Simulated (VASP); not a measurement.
# AlN (R-3m) in VASP: single point with HSE06

Aim: the single point of AlN with HSE06.

All numbers are computed with VASP 6.6.1; they aren't measurements. Logs are shortened: lines on timing, memory, paths and dates and some standing lists are left out, and cuts for length are marked.

## Step 1: The cell of the first run

The structure is trigonal, space group R-3m (No. 166). The conventional cell has a = 2.827 Å, b = 2.827 Å, c = 7.004 Å, α = 90.00°, β = 90.00°, γ = 120.00°. Al (site symmetry -3m) has 6 N at 2.01 Å within 2.7 Å. Within 2.7 Å of N (site symmetry -3m) lie 6 Al at 2.01 Å.

## Step 2: Single point, HSE06 (epitaxial 111 strain -1.0%)

File POSCAR:

```
AlN
1.0
    0.0153903006      2.0140700682      2.0140700682
    2.0140700682      0.0153903006      2.0140700682
    2.0140700682      2.0140700682      0.0153903006
Al N
1 1
Direct
    0.0000000000      0.0000000000      0.0000000000
    0.5000000000      0.5000000000      0.5000000000
```

File INCAR.step1:

```
SYSTEM = AlN
ALGO = Normal
EDIFF = 1E-5
ENCUT = 520
GGA = PE
ISIF = 2
ISMEAR = 0
LASPH = .TRUE.
LCHARG = .FALSE.
LREAL = .FALSE.
LWAVE = .TRUE.
NBANDS = 11
NELM = 60
PREC = Accurate
SIGMA = 0.01
```

File INCAR.step2:

```
SYSTEM = AlN
ALGO = Normal
EDIFF = 1E-6
ENCUT = 520
GGA = PE
HFSCREEN = 0.2079
ISIF = 2
ISMEAR = 0
ISTART = 1
LASPH = .TRUE.
LCHARG = .FALSE.
LHFCALC = .TRUE.
LREAL = .FALSE.
LWAVE = .FALSE.
NBANDS = 11
NELM = 60
PREC = Accurate
PRECFOCK = Normal
SIGMA = 0.01
```

File KPOINTS:

```
k-points
0
G
  8 8 8
  0 0 0
```

Potentials or basis: VASP PAW PBE potentials, release 64 (Al, N).

On the command line:

```console
> cat potpaw_PBE.64/Al/POTCAR potpaw_PBE.64/N/POTCAR > POTCAR
> cp INCAR.step1 INCAR
> mpirun -np 1 vasp_std > vasp.out
> cp INCAR.step2 INCAR
> mpirun -np 1 vasp_std > vasp.out
```

OUTCAR:

```text
SYSTEM = AlN
   EDIFF = 1E-6
   ENCUT = 520
   GGA = PE
   HFSCREEN = 0.2079
   ISIF = 2
   ISMEAR = 0
   ISTART = 1
   LASPH = .TRUE.
   LHFCALC = .TRUE.
   LREAL = .FALSE.
   NELM = 60
   PREC = Accurate
   PRECFOCK = Normal

 ion  position               nearest neighbor table
   1  0.000  0.000  0.000-   2 2.01   2 2.01   2 2.01   2 2.01   2 2.01   2 2.01
   2  0.500  0.500  0.500-   1 2.01   1 2.01   1 2.01   1 2.01   1 2.01   1 2.01

  LATTYP: Found a trigonal (rhomboedric) cell.
 ALAT       =     2.8483667848
 COS(alpha) =     0.5076265725

  Lattice vectors:

 A1 = (   0.0153903006,   2.0140700682,   2.0140700682)
 A2 = (   2.0140700682,   0.0153903006,   2.0140700682)
 A3 = (   2.0140700682,   2.0140700682,   0.0153903006)

Analysis of symmetry for initial positions (statically):
=====================================================================
 Subroutine PRICEL returns:
 Original cell was already a primitive cell.

 Routine SETGRP: Setting up the symmetry group for a
 trigonal (rhombohedral) supercell.

 Subroutine GETGRP returns: Found 12 space group operations
 (whereof 12 operations were pure point group operations)
 out of a pool of 12 trial point group operations.

The static configuration has the point symmetry D_3d.

Analysis of symmetry for dynamics (positions and initial velocities):
=====================================================================
 Subroutine PRICEL returns:
 Original cell was already a primitive cell.

 Routine SETGRP: Setting up the symmetry group for a
 trigonal (rhombohedral) supercell.

 Subroutine GETGRP returns: Found 12 space group operations
 (whereof 12 operations were pure point group operations)
 out of a pool of 12 trial point group operations.

The dynamic configuration has the point symmetry D_3d.

 Subroutine INISYM returns: Found 12 space group operations
 (whereof 12 operations are pure point group operations),
 and found     1 'primitive' translations

----------------------------------------------------------------------------------------

                                     Primitive cell

  volume of cell :      16.1528

  direct lattice vectors                    reciprocal lattice vectors
     0.015390301  2.014070068  2.014070068    -0.251117305  0.249212971  0.249212971
     2.014070068  0.015390301  2.014070068     0.249212971 -0.251117305  0.249212971
     2.014070068  2.014070068  0.015390301     0.249212971  0.249212971 -0.251117305

  length of vectors
     2.848366785  2.848366785  2.848366785     0.432751789  0.432751789  0.432751789

  position of ions in fractional coordinates (direct lattice)
     0.000000000  0.000000000  0.000000000
     0.500000000  0.500000000  0.500000000

  ion indices of the primitive-cell ions
   primitive index   ion index
                 1           1
                 2           2

----------------------------------------------------------------------------------------

 KPOINTS: k-points

Automatic generation of k-mesh.
 Grid dimensions read from file:
 generate k-points for:    8    8    8

 Generating k-lattice:

  Cartesian coordinates                     Fractional coordinates (reciprocal lattice)
    -0.031389663  0.031151621  0.031151621     0.125000000 -0.000000000 -0.000000000
     0.031151621 -0.031389663  0.031151621    -0.000000000  0.125000000 -0.000000000
     0.031151621  0.031151621 -0.031389663    -0.000000000 -0.000000000  0.125000000

  Length of vectors
     0.054093974  0.054093974  0.054093974

  Shift w.r.t. Gamma in fractional coordinates (k-lattice)
     0.000000000  0.000000000  0.000000000

 Subroutine IBZKPT returns following result:
 ===========================================

 Found     65 irreducible k-points:

 Following reciprocal coordinates:
            Coordinates               Weight
  0.000000  0.000000  0.000000      1.000000
  0.125000  0.000000 -0.000000      6.000000
  0.250000  0.000000 -0.000000      6.000000
  0.375000 -0.000000  0.000000      6.000000
  0.500000  0.000000 -0.000000      3.000000
  0.125000  0.125000 -0.000000      6.000000
[... 16 lines left out ...]
  0.250000  0.125000  0.125000      6.000000
  0.375000  0.125000  0.125000      6.000000
 [... further k-points ...]
   k-points           NKPTS =     65   k-points in BZ     NKDIM =    512   number of bands    NBANDS=     11
   number of dos      NEDOS =    301   number of ions     NIONS =      2
   total plane-waves  NPLWV =  13824
   dimension x,y,z NGX =    24 NGY =   24 NGZ =   24
   dimension x,y,z NGXF=    48 NGYF=   48 NGZF=   48
   ions per type =               1   1
   NGX,Y,Z   is equivalent  to a cutoff of  14.01, 14.01, 14.01 a.u.
   NGXF,Y,Z  is equivalent  to a cutoff of  28.02, 28.02, 28.02 a.u.
 SYSTEM =  AlN
   PREC   = accura    normal or accurate (medium, high low for compatibility)
   ISTART =      1    job   : 0-new  1-cont  2-samecut
   ICHARG =      0    charge: 1-file 2-atom 10-const
   ISPIN  =      1    spin polarized calculation?
   LNONCOLLINEAR =      F non collinear calculations
   LSORBIT =      F    spin-orbit coupling
   LASPH  =      T    aspherical Exc in radial PAW
   ENCUT  =  520.0 eV  38.22 Ry    6.18 a.u.   5.30  5.30  5.30*2*pi/ulx,y,z
   NELM   =     60;   NELMIN=  2; NELMDL=  0     # of ELM steps
   EDIFF  = 0.1E-05   stopping-criterion for ELM
   LREAL  =      F    real-space projection
   EDIFFG = 0.1E-04   stopping-criterion for IOM
   NSW    =      0    number of steps for IOM
   IBRION =     -1    ionic relax: 0-MD 1-quasi-New 2-CG
   NFREE  =      0    steps in history (QN), initial steepest desc. (CG)
   ISIF   =      2    stress and relaxation
   ISYM   =      3    0-nonsym 1-usesym 2-fastsym
   POTIM  = 0.5000    time-step for ionic-motion
   TEBEG  =    0.0;   TEEND  =   0.0 temperature during run
   PSTRESS=    0.0 pullay stress
   NELECT =       8.0000    total number of electrons
   NUPDOWN=      -1.0000    fix difference up-down
   EMIN   =  10.00;   EMAX   =-10.00  energy-range for DOS
   EFERMI =   0.00;   METHOD = LEGACY
   ISMEAR =     0;   SIGMA  =   0.01  broadening in eV -4-tet -1-fermi 0-gaus
   EFERMI_NEDOS =   21; number of points for ismear=-14 and -15
   IALGO  =     38    algorithm
   IMIX   =      1    mixing-type and parameters
     AMIX     =   0.40;   BMIX     =  1.00
     AMIX_MAG =   1.60;   BMIX_MAG =  1.00
  volume/ion in A,a.u.               =       8.08        54.50
  Fermi-wavevector in a.u.,A,eV,Ry     =   1.295256  2.447680 22.826350  1.677689
  Thomas-Fermi vector in A             =   2.426788
   LORBIT       =      0    0 simple, 1 ext, 2 COOP (PROOUT), +10 PAW based schemes
   GGA     = PE    functional components
   LHFCALC =     T    Hartree Fock is set to
   PRECFOCK=normal    Normal, Fast or Accurate (Low or Medium for compatibility)
   ENCUT4O =  -1.0   cutoff for four orbital integrals eV
   NKREDX  =     1    reduce k-point grid by
   NKREDY  =     1    reduce k-point grid by
   NKREDZ  =     1    reduce k-point grid by
   AEXX    =    0.2500 exact exchange contribution
   HFSCREEN=    0.2079 screening length (either q_TF or 0.3 A-1)
   HFSCREENC=   0.2079 screening length for correlation (either q_TF or 0.3 A-1)
   ENCUTFOCK=  -1.0 apply spherical cutoff to Coloumb kernel
   IVDW    =     0    specifies the selected vdW correction
   LEPSILON=     F    determine dielectric tensor
   LRPA    =     F    only Hartree local field effects (RPA)
 non-spin polarized calculation
 Gauss-broadening in eV      SIGMA  =   0.01
  energy-cutoff  :      520.00
  volume of cell :       16.15
 maximum number of plane-waves:       447
 NGX is ok and might be reduce to    24
  NGX = 16; NGY = 16; NGZ = 16

 number of electron       7.9999999 magnetization

 Free energy of the ion-electron system (eV)
  ---------------------------------------------------
  ext. energy  EPLUGINS =         0.00000000
  ---------------------------------------------------
  free energy    TOTEN  =       -17.12831557 eV

  energy without entropy =      -17.12831557  energy(sigma->0) =      -17.12831557

 E-fermi :   9.5964     XC(G=0): -10.1392

 val. band max:        9.4508192786   @ k =   0.0000   0.0000   0.0000
 cond. band min:      15.5657146594   @ k =   0.5000   0.5000  -0.0000
 fundamental gap:      6.1148953808
 Fermi energy:         9.5964182413

 k-point     1 :       0.0000    0.0000    0.0000
  band No.  band energies     occupation
      1     -10.0429      2.00000
      2       9.2854      2.00000
      3       9.4508      2.00000
      4       9.4508      2.00000
      5      16.9471      0.00000
      6      23.0494      0.00000
      7      23.4113      0.00000
      8      23.4113      0.00000
      9      28.5273      0.00000
     10      29.2920      0.00000
     11      29.2920      0.00000

 k-point     2 :       0.1250    0.0000   -0.0000
  band No.  band energies     occupation
      1      -9.6907      2.00000
      2       7.8266      2.00000
      3       9.0999      2.00000
      4       9.2384      2.00000
      5      17.8010      0.00000
      6      22.1626      0.00000
      7      23.5814      0.00000
      8      23.8593      0.00000
      9      27.2927      0.00000
     10      27.4305      0.00000
     11      29.8506      0.00000

 k-point     3 :       0.2500    0.0000   -0.0000
  band No.  band energies     occupation
      1      -8.6887      2.00000
      2       4.6826      2.00000
      3       8.6532      2.00000
      4       8.7762      2.00000
      5      17.9465      0.00000
      6      22.6208      0.00000
      7      23.4493      0.00000
      8      23.5866      0.00000
      9      27.4996      0.00000
     10      27.8477      0.00000
     11      28.8566      0.00000

 k-point     4 :       0.3750   -0.0000    0.0000
  band No.  band energies     occupation
      1      -7.2940      2.00000
      2       1.6860      2.00000
      3       8.2620      2.00000
      4       8.3694      2.00000
      5      17.2902      0.00000
      6      22.4563      0.00000
      7      22.5891      0.00000
      8      24.4738      0.00000
      9      27.9120      0.00000
     10      30.2912      0.00000
     11      30.6874      0.00000

 k-point     5 :       0.5000    0.0000   -0.0000
  band No.  band energies     occupation
      1      -6.4491      2.00000
      2       0.2670      2.00000
      3       8.1126      2.00000
      4       8.2139      2.00000
      5      17.0286      0.00000
      6      22.0574      0.00000
      7      22.1973      0.00000
      8      25.3212      0.00000
      9      27.6339      0.00000
     10      32.3918      0.00000
     11      32.7936      0.00000
[... 211 lines left out ...]
 k-point    21 :       0.5000    0.5000   -0.0000
  band No.  band energies     occupation
      1      -5.3839      2.00000
      2       1.2140      2.00000
      3       6.1971      2.00000
      4       6.3643      2.00000
      5      15.5657      0.00000
      6      16.0235      0.00000
      7      25.9264      0.00000
      8      29.2353      0.00000
      9      29.2945      0.00000
     10      35.0428      0.00000
     11      38.3983      0.00000

 k-point    22 :       0.1250    0.1250    0.1250
  band No.  band energies     occupation
      1      -9.6984      2.00000
      2       7.6623      2.00000
      3       9.2498      2.00000
      4       9.2498      2.00000
      5      17.8751      0.00000
      6      21.9589      0.00000
      7      23.8831      0.00000
      8      23.8831      0.00000
      9      27.4178      0.00000
     10      27.4178      0.00000
     11      29.9930      0.00000

 k-point    23 :       0.2500    0.1250    0.1250
  band No.  band energies     occupation
      1      -9.1342      2.00000
      2       6.2840      2.00000
      3       7.9993      2.00000
      4       9.1915      2.00000
      5      18.9058      0.00000
      6      21.1205      0.00000
      7      23.8622      0.00000
      8      24.5872      0.00000
      9      25.1406      0.00000
     10      28.3742      0.00000
     11      31.2756      0.00000

 k-point    24 :       0.3750    0.1250    0.1250
  band No.  band energies     occupation
      1      -7.9874      2.00000
      2       3.7180      2.00000
      3       6.9853      2.00000
      4       8.7279      2.00000
      5      18.8976      0.00000
      6      21.9586      0.00000
      7      22.8264      0.00000
      8      23.5072      0.00000
      9      27.0372      0.00000
     10      30.1888      0.00000
     11      30.9087      0.00000

 [... further k-points ...]

------------------------ aborting loop because EDIFF is reached ----------------------------------------

  FORCE on cell =-STRESS in cart. coord.  units (eV):
  Direction    XX          YY          ZZ          XY          YZ          ZX
  --------------------------------------------------------------------------------------
  -------------------------------------------------------------------------------------
  Total        0.3909408      0.3909408      0.3909408     -0.2661046     -0.2661046     -0.2661046
  in kB       38.7770189     38.7770189     38.7770189    -26.3946431    -26.3946431    -26.3946431
  external PRESSURE =      38.7770189 kB  Pullay stress =       0.0000000 kB

 VOLUME and BASIS-vectors are now :
 -----------------------------------------------------------------------------
  energy-cutoff  :      520.00
  volume of cell :       16.15
      direct lattice vectors                 reciprocal lattice vectors
     0.015390301  2.014070068  2.014070068    -0.251117305  0.249212971  0.249212971
     2.014070068  0.015390301  2.014070068     0.249212971 -0.251117305  0.249212971
     2.014070068  2.014070068  0.015390301     0.249212971  0.249212971 -0.251117305

 POSITION                                       TOTAL-FORCE (eV/Angst)
 -----------------------------------------------------------------------------------
      0.00000      0.00000      0.00000        -0.000000      0.000000     -0.000000
      2.02177      2.02177      2.02177         0.000000     -0.000000      0.000000
 -----------------------------------------------------------------------------------
    total drift:                               -0.000012     -0.000005     -0.000012

  FREE ENERGIE OF THE ION-ELECTRON SYSTEM (eV)
  ---------------------------------------------------
  free  energy   TOTEN  =       -17.1283155676 eV

  energy  without entropy=      -17.1283155676  energy(sigma->0) =      -17.12831557
```

Wall time 15 min (1 thread of Intel Xeon Platinum 8488C (Sapphire Rapids), shared host); peak memory 0.25 GiB.

Results:

```
Free energy            : -17.1283 eV
Pressure               : 3.9 GPa
Band gap on the k mesh : 6.11 eV (least direct gap 7.50 eV)
```

Levels at points of the mesh, in eV from the valence-band top:
| k point | band 1 | band 2 | band 3 | band 4 | band 5 | band 6 | band 7 | band 8 |
| --- | --- | --- | --- | --- | --- | --- | --- | --- |
| (0.00, 0.00, 0.00) | -19.49 | -0.17 | 0.00 | 0.00 | 7.50 | 13.60 | 13.96 | 13.96 |
| (0.50, 0.00, 0.00) | -15.90 | -9.18 | -1.34 | -1.24 | 7.58 | 12.61 | 12.75 | 15.87 |
| (0.50, 0.50, 0.00) | -14.83 | -8.24 | -3.25 | -3.09 | 6.11 | 6.57 | 16.48 | 19.78 |
| (0.50, 0.50, 0.50) | -15.99 | -9.30 | -1.18 | -1.18 | 7.80 | 12.92 | 12.92 | 15.71 |

Caveat: the cell differs from its parent crystal (epitaxial 111 strain -1.0%); the cell stands under pressure; the PAW data sets were made with another functional, which shifts forces and pressure a little. A k mesh can miss the band edges.
